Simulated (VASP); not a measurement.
# TaN (WC type) (P-6m2) in VASP: notebook, part 2 of 2

VASP 6.6.1. The steps go on from the part before.

### 3 Single point, PBE

Input file INCAR:

```
PREC     = Accurate       # precision mode
ENCUT    = 600            # plane-wave cutoff, eV
EDIFF    = 1E-6           # SCF threshold, eV
ISMEAR   = -1             # smearing method
SIGMA    = 0.08           # smearing width, eV
LREAL    = False          # projectors in reciprocal space
LASPH    = True           # aspherical terms in the spheres
NELM     = 120            # most SCF steps
ALGO     = Normal         # electronic algorithm
ISIF     = 2              # what is computed and relaxed
LWAVE    = False          # write WAVECAR
LCHARG   = True           # write CHGCAR
GGA      = PE             # functional
LELF     = True           # ELF
LVHAR    = True         
NBANDS   = 15             # bands
GGA_COMPAT= False
```

Input file KPOINTS:

```
regular mesh
0
Gamma
  16 16 14
```

Input file POSCAR:

```
TaN
1.0
    2.7978042849      0.0000000000      0.0000000000
   -1.3989021424      2.4229695855      0.0000000000
    0.0000000000      0.0000000000      2.7738494493
Ta N
1 1
Direct
    0.0000000000      0.0000000000      0.0000000000
    0.3333333333      0.6666666667      0.5000000000
```

Potentials or basis: VASP PAW PBE potentials, release 64 (Ta_pv, N).

Run with:

```
> cat potpaw_PBE.64/Ta_pv/POTCAR potpaw_PBE.64/N/POTCAR > POTCAR
> mpirun -np 1 vasp_std > vasp.out
```

OUTCAR:

```text
PREC = Accurate
   ENCUT = 600
   EDIFF = 1E-6
   ISMEAR = -1
   LREAL = False
   LASPH = True
   NELM = 120
   ISIF = 2
   GGA = PE

 ion  position               nearest neighbor table
   1  0.000  0.000  0.000-   2 2.13   2 2.13   2 2.13   2 2.13   2 2.13   2 2.13
   2  0.333  0.667  0.500-   1 2.13   1 2.13   1 2.13   1 2.13   1 2.13   1 2.13

  LATTYP: Found a hexagonal cell.
 ALAT       =     2.7978042849
 C/A-ratio  =     0.9914379874

  Lattice vectors:

 A1 = (   2.7978042849,   0.0000000000,   0.0000000000)
 A2 = (  -1.3989021424,   2.4229695855,   0.0000000000)
 A3 = (   0.0000000000,   0.0000000000,   2.7738494493)

Analysis of symmetry for initial positions (statically):
=====================================================================
 Subroutine PRICEL returns:
 Original cell was already a primitive cell.

 Routine SETGRP: Setting up the symmetry group for a
 hexagonal supercell.

 Subroutine GETGRP returns: Found 12 space group operations
 (whereof 12 operations were pure point group operations)
 out of a pool of 24 trial point group operations.

The static configuration has the point symmetry D_3h.

Analysis of symmetry for dynamics (positions and initial velocities):
=====================================================================
 Subroutine PRICEL returns:
 Original cell was already a primitive cell.

 Routine SETGRP: Setting up the symmetry group for a
 hexagonal supercell.

 Subroutine GETGRP returns: Found 12 space group operations
 (whereof 12 operations were pure point group operations)
 out of a pool of 24 trial point group operations.

The dynamic configuration has the point symmetry D_3h.

 Subroutine INISYM returns: Found 12 space group operations
 (whereof 12 operations are pure point group operations),
 and found     1 'primitive' translations

[... 116 lines left out ...]
  Fermi-wavevector in a.u.,A,eV,Ry     =   1.551311  2.931552 32.743300  2.406565
  Thomas-Fermi vector in A             =   2.655848
   LORBIT       =      0    0 simple, 1 ext, 2 COOP (PROOUT), +10 PAW based schemes
   GGA     = PE    functional components
   LHFCALC =     F    Hartree Fock is set to
   AEXX    =    0.0000 exact exchange contribution
   IVDW    =     0    specifies the selected vdW correction
   LEPSILON=     F    determine dielectric tensor
   LRPA    =     F    only Hartree local field effects (RPA)
 non-spin polarized calculation
  energy-cutoff  :      600.00
  volume of cell :       18.80
 maximum number of plane-waves:       644
 NGX is ok and might be reduce to    24
   NGX = 11   NGY = 11   NGZ = 11

 number of electron      16.0000003 magnetization

 Free energy of the ion-electron system (eV)
  ---------------------------------------------------
  ext. energy  EPLUGINS =         0.00000000
  ---------------------------------------------------
  free energy    TOTEN  =       -21.84857933 eV

  energy without entropy =      -21.84655755  energy(sigma->0) =      -21.84756844

 E-fermi :   9.7540     XC(G=0): -14.1132

 val. band max:        9.7313113741   @ k =   0.3125   0.3125   0.0000
 cond. band min:       9.7607526875   @ k =   0.0625   0.0000   0.5000
 fundamental gap:      0.0294413135
 Fermi energy:         9.7540150083

 k-point     1 :       0.0000    0.0000    0.0000
  band No.  band energies     occupation
      1     -24.7489      2.00000
      2     -24.3430      2.00000
      3     -24.3430      2.00000
      4      -9.0862      2.00000
      5       4.6316      2.00000
      6       4.6316      2.00000
      7       4.8266      2.00000
      8       6.6184      2.00000
      9      13.1030      0.00000
     10      13.9342      0.00000
     11      13.9342      0.00000
     12      14.5619      0.00000
     13      14.5619      0.00000
     14      23.5683      0.00000
[... 401 lines left out ...]
      2     -24.8923      2.00000
      3     -24.5271      2.00000
      4      -6.5076      2.00000
      5       1.3643      2.00000
      6       4.1177      2.00000
      7       4.9314      2.00000
      8       7.6660      2.00000
      9      11.3143      0.00000
     10      12.1122      0.00000
     11      15.7187      0.00000
     12      17.4123      0.00000
     13      19.3240      0.00000
     14      23.6117      0.00000
     15      25.1818      0.00000

 [... further k-points ...]
[... 5 lines left out ...]
  --------------------------------------------------------------------------------------
  -------------------------------------------------------------------------------------
  Total        8.3162421      8.3162421      8.3634627      0.0000000     -0.0000000     -0.0000000
  in kB      708.5810401    708.5810400    712.6044490      0.0000000     -0.0000000     -0.0000000
  external PRESSURE =     709.9221764 kB  Pullay stress =       0.0000000 kB

 VOLUME and BASIS-vectors are now :
 -----------------------------------------------------------------------------
  energy-cutoff  :      600.00
  volume of cell :       18.80
      direct lattice vectors                 reciprocal lattice vectors
     2.797804285  0.000000000  0.000000000     0.357423143  0.206358348  0.000000000
    -1.398902142  2.422969586  0.000000000     0.000000000  0.412716695  0.000000000
     0.000000000  0.000000000  2.773849449     0.000000000  0.000000000  0.360509832

 POSITION                                       TOTAL-FORCE (eV/Angst)
 -----------------------------------------------------------------------------------
      0.00000      0.00000      0.00000         0.000000      0.000000      0.000000
     -0.00000      1.61531      1.38692        -0.000000      0.000000      0.000000
 -----------------------------------------------------------------------------------
    total drift:                                0.000000     -0.000000     -0.000000

  FREE ENERGIE OF THE ION-ELECTRON SYSTEM (eV)
  ---------------------------------------------------
  free  energy   TOTEN  =       -21.8485793339 eV

  energy  without entropy=      -21.8465575469  energy(sigma->0) =      -21.84756844
```

OSZICAR:

```text
N       E                     dE             d eps       ncg     rms          rms(c)
DAV:   1     0.106637789760E+03    0.10664E+03   -0.94155E+03  7224   0.126E+03
DAV:   2    -0.210926942680E+02   -0.12773E+03   -0.12104E+03  8663   0.340E+02
DAV:   3    -0.243039056514E+02   -0.32112E+01   -0.31964E+01  8180   0.533E+01
DAV:   4    -0.243153421628E+02   -0.11437E-01   -0.11435E-01  9216   0.346E+00
DAV:   5    -0.243153830863E+02   -0.40924E-04   -0.40924E-04  8250   0.201E-01    0.310E+01
DAV:   6    -0.218910473184E+02    0.24243E+01   -0.38329E+00  9098   0.246E+01    0.135E+01
DAV:   7    -0.218724876791E+02    0.18560E-01   -0.53940E-01  7326   0.601E+00    0.888E+00
DAV:   8    -0.218557502391E+02    0.16737E-01   -0.76544E-02  9090   0.250E+00    0.213E+00
DAV:   9    -0.218485328802E+02    0.72174E-02   -0.11834E-02  8425   0.101E+00    0.143E-01
DAV:  10    -0.218486298727E+02   -0.96993E-04   -0.95497E-04  8229   0.347E-01    0.962E-02
DAV:  11    -0.218485801067E+02    0.49766E-04   -0.67611E-05  8950   0.964E-02    0.101E-02
DAV:  12    -0.218485793339E+02    0.77285E-06   -0.81288E-06  7865   0.281E-02
   1 F= -.21848579E+02 E0= -.21847568E+02  d E =-.202179E-02
```

stdout:

```text
POSCAR found type information on POSCAR TaN
 POSCAR found :  2 types and       2 ions
 scaLAPACK will be used
 LDA part: xc-table for (Slater+PW92), standard interpolation
 POSCAR, INCAR and KPOINTS ok, starting setup
 FFT: planning ... GRIDC
 FFT: planning ... GRID_SOFT
 FFT: planning ... GRID
 WAVECAR not read
 entering main loop
```

It took 60 s on 1 thread of Intel Xeon 8259CL, shared host; peak memory 0.21 GiB.

What came out:

| Item | Value |
| --- | --- |
| Free energy | -21.8486 eV |
| Pressure | 71.0 GPa |
| Band gap on the k mesh | zero (bands 8 and 9 overlap by 0.31 eV) |

Caveat: the cell stands under pressure; spin-orbit coupling is left out, which moves the levels of the heavy elements.
